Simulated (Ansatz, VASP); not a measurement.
Al2O3: VASP beside Ansatz

Contents of INCAR:

```
SYSTEM = Al2O3
ALGO     = Normal         ! electronic algorithm
EDIFF    = 1E-7           ! SCF threshold, eV
ENCUT    = 520            ! plane-wave cutoff, eV
GGA      = PE             ! functional
ISIF     = 2              ! what is computed and relaxed
ISMEAR   = 0              ! smearing method
LASPH    = .True.         ! aspherical terms in the spheres
LCHARG   = .True.         ! write CHGCAR
LELF     = .True.         ! ELF
LREAL    = .False.        ! projectors in reciprocal space
LVHAR    = .True.       
LWAVE    = .False.        ! write WAVECAR
NBANDS   = 35             ! bands
NELM     = 60             ! most SCF steps
PREC     = Accurate       ! precision mode
SIGMA    = 0.05           ! smearing width, eV
```

File KPOINTS:

```
k-points
0
Gamma
  6 6 6
  0 0 0
```

File POSCAR:

```
Al2O3
1.0
    2.2983489590      1.3269523902      4.5303522448
   -2.2983489590      1.3269523902      4.5303522448
    0.0000000000     -2.6539047804      4.5303522448
Al O
4 6
Direct
    0.8521293568      0.8521293568      0.8521293568
    0.6478706432      0.6478706432      0.6478706432
    0.1478706432      0.1478706432      0.1478706432
    0.3521293568      0.3521293568      0.3521293568
    0.0561574040      0.4438425960      0.7500000000
    0.7500000000      0.0561574040      0.4438425960
    0.4438425960      0.7500000000      0.0561574040
    0.9438425960      0.5561574040      0.2500000000
    0.2500000000      0.9438425960      0.5561574040
    0.5561574040      0.2500000000      0.9438425960
```

Input for Ansatz:

```yaml
crystal:
  lattice:
    - [2.298348959, 1.3269523902, 4.5303522448]
    - [-2.298348959, 1.3269523902, 4.5303522448]
    - [0.0, -2.6539047804, 4.5303522448]
  atoms:
    - { symbol: Al, position: [0.8521293568, 0.8521293568, 0.8521293568] }
    - { symbol: Al, position: [0.6478706432, 0.6478706432, 0.6478706432] }
    - { symbol: Al, position: [0.1478706432, 0.1478706432, 0.1478706432] }
    - { symbol: Al, position: [0.3521293568, 0.3521293568, 0.3521293568] }
    - { symbol: O, position: [0.056157404, 0.443842596, 0.75] }
    - { symbol: O, position: [0.75, 0.056157404, 0.443842596] }
    - { symbol: O, position: [0.443842596, 0.75, 0.056157404] }
    - { symbol: O, position: [0.943842596, 0.556157404, 0.25] }
    - { symbol: O, position: [0.25, 0.943842596, 0.556157404] }
    - { symbol: O, position: [0.556157404, 0.25, 0.943842596] }
basis:
  ecutwfc: 520.0
kpoints:
  mp_grid: { grid: [6, 6, 6] }
hamiltonian:
  xc: pbe
  pseudopotentials: { kind: paw, azcp: { folder: soft_1 } }
scf:
  occupations: { method: gaussian, width: 0.05 }
output:
  forces: true
  stress: true
  eigenvalues: true
```

Alike in both runs: task single point; functional PBE; k mesh 6 × 6 × 6; occupations gaussian, width 0.05 eV; no spin polarisation.

|  | VASP | Ansatz |
| --- | --- | --- |
| version | VASP 6.6.1 | Ansatz 0.2.0 |
| potentials or method | VASP PAW PBE potentials, release 64 (Al, O), cutoff 520 eV | scalar-relativistic, plane waves, PAW |
| valence electrons in the cell | 48 | 48 |

VASP gave:

* gap on the k mesh at the Fermi level (eV): 6.21
* least direct gap on the mesh (eV): 6.21
* pressure (GPa): 15.7
* traceless stress, the component that is largest in VASP (GPa): -24.33
* rms of the force components (eV/Å): 0.218

Question: Which values does Ansatz return?

Answer: gap on the k mesh at the Fermi level (eV): 6.21; least direct gap on the mesh (eV): 6.21; pressure (GPa): 15.7; traceless stress, the component that is largest in VASP (GPa): -24.28; rms of the force components (eV/Å): 0.219.

Atom by atom the forces differ by 0.001 eV/Å (rms over components).
